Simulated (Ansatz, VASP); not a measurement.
**Two plane-wave programs on CoSi**

The input INCAR:

```
  ALGO = Normal
  EDIFF = 1E-6
  ENCUT = 520
  GGA = PE
  ISIF = 2
  ISMEAR = 0
  LASPH = T
  LCHARG = F
  LREAL = F
  LWAVE = F
  NBANDS = 36
  NELM = 60
  PREC = Accurate
  SIGMA = 0.15
```

KPOINTS

```
k-points
0
Gamma
  10 10 10
```

File POSCAR:

```
CoSi
1.0
    4.4308490675      0.0000000000      0.0000000000
    0.0000000000      4.4308490675      0.0000000000
    0.0000000000      0.0000000000      4.4308490675
Co Si
4 4
Direct
    0.1450189122      0.1450189122      0.1450189122
    0.3549810878      0.8549810878      0.6450189122
    0.6450189122      0.3549810878      0.8549810878
    0.8549810878      0.6450189122      0.3549810878
    0.8431597104      0.8431597104      0.8431597104
    0.6568402896      0.1568402896      0.3431597104
    0.3431597104      0.6568402896      0.1568402896
    0.1568402896      0.3431597104      0.6568402896
```

Input for Ansatz:

```yaml
crystal:
  lattice:
    - [4.4308490603, 0.0, 0.0]
    - [0.0, 4.4308490603, 0.0]
    - [0.0, 0.0, 4.4308490603]
  atoms:
    - { symbol: Co, position: [0.1450189116, 0.1450189116, 0.1450189116] }
    - { symbol: Co, position: [0.3549810884, 0.8549810884, 0.6450189116] }
    - { symbol: Co, position: [0.6450189116, 0.3549810884, 0.8549810884] }
    - { symbol: Co, position: [0.8549810884, 0.6450189116, 0.3549810884] }
    - { symbol: Si, position: [0.8431597103, 0.8431597103, 0.8431597103] }
    - { symbol: Si, position: [0.6568402897, 0.1568402897, 0.3431597103] }
    - { symbol: Si, position: [0.3431597103, 0.6568402897, 0.1568402897] }
    - { symbol: Si, position: [0.1568402897, 0.3431597103, 0.6568402897] }
basis:
  ecutwfc: 420
kpoints:
  mp_grid: { grid: [10, 10, 10] }
hamiltonian:
  xc: pbe
scf:
  occupations: { method: gaussian, width: 0.15 }
output:
  forces: true
  stress: true
  eigenvalues: true
  write_density: true
  write_potential: true
  elf: true
  volumetric_format: npy
```

Alike in both runs: task single point; functional PBE; k mesh 10 × 10 × 10; occupations gaussian, width 0.15 eV; no spin polarisation.

|  | VASP | Ansatz |
| --- | --- | --- |
| version | VASP 6.6.1 | Ansatz 0.2.0 |
| potentials or method | VASP PAW PBE potentials, release 64 (Co, Si), cutoff 520 eV | scalar-relativistic, plane waves, PAW |
| valence electrons in the cell | 52 | 84 |

|  | VASP | Ansatz | Ansatz less VASP |
| --- | --- | --- | --- |
| gap on the k mesh at the Fermi level (eV) | none | none | - |
| pressure (GPa) | -0.1 | 0.0 | +0.08 |

A gap of «none» marks a metal or a gap that the smearing closes. With one functional, cell and mesh, what is left measures potentials, basis and numerics. VASP's potentials hold 52 valence electrons a cell and Ansatz's 84, so a difference there can come from the potentials and not from the codes.
